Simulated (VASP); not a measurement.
Set up this calculation in VASP 6.6.1, as the native input.

| Quantity | Value |
| --- | --- |
| Task | single point |
| Functional | r2SCAN |
| Potentials or basis | VASP PAW PBE potentials, release 64 (B, N) |
| Cutoff | 520 eV |
| k mesh | 10 × 10 × 6 |
| Occupations | gaussian, width 0.05 eV |
| Spin | no spin polarisation |
| Dipole correction | no |
| Further INCAR settings | ALGO = Normal; EDIFF = 1e-07; NBANDS = 16 |

The system is BN.

```
B N
1.0
     0.00000   -1.80481   -1.80481
     0.00000    1.80481   -1.80481
     3.60963    0.00000    0.00000
B N
2 2
Direct
  0.50000 0.50000 0.50000
  0.00000 0.00000 0.00000
  0.00000 0.50000 0.25000
  0.50000 0.00000 0.75000
```

One way to write it, as run:

POSCAR

```
BN
1.0
    0.0000000000     -1.8048137541     -1.8048137541
    0.0000000000      1.8048137541     -1.8048137541
    3.6096275082      0.0000000000      0.0000000000
B N
2 2
Direct
    0.5000000000      0.5000000000      0.5000000000
    0.0000000000      0.0000000000      0.0000000000
    1.0000000000      0.5000000000      0.2500000000
    0.5000000000      0.0000000000      0.7500000000
```

INCAR.step1

```
PREC = Accurate ; ENCUT = 520
ISMEAR = 0 ; SIGMA = 0.05
LREAL = False ; LASPH = True
NELM = 80 ; NBANDS = 16
GGA = PE ; ALGO = Normal
EDIFF = 1E-4 ; LWAVE = True
LCHARG = False
```

INCAR.step2

```
PREC = Accurate ; ENCUT = 520
EDIFF = 1E-7 ; ISMEAR = 0
SIGMA = 0.05 ; LREAL = False
LASPH = True ; NELM = 80
ALGO = Normal ; ISIF = 2
LWAVE = False ; LCHARG = True
METAGGA = R2SCAN ; LMIXTAU = True
LELF = True ; LVHAR = True
NBANDS = 16 ; ISTART = 1
```

KPOINTS

```
Automatic mesh
0
Gamma
  10 10 6
```

Potentials or basis: VASP PAW PBE potentials, release 64 (B, N).

The run is started by

```console
$ cat potpaw_PBE.64/B/POTCAR potpaw_PBE.64/N/POTCAR > POTCAR
$ cp INCAR.step1 INCAR
$ mpirun -np 1 vasp_std > vasp.out
$ cp INCAR.step2 INCAR
$ mpirun -np 1 vasp_std > vasp.out
```

Results of the run:

The pressure is 1.1 GPa and the band gap on the k mesh is 4.98 eV.

Caveat: the PAW data sets were made with another functional, which shifts forces and pressure a little.

It took 61 s on 1 thread of Intel(R) Xeon(R) 6975P-C (Granite Rapids), with other jobs on the host, peak memory 0.14 GiB.
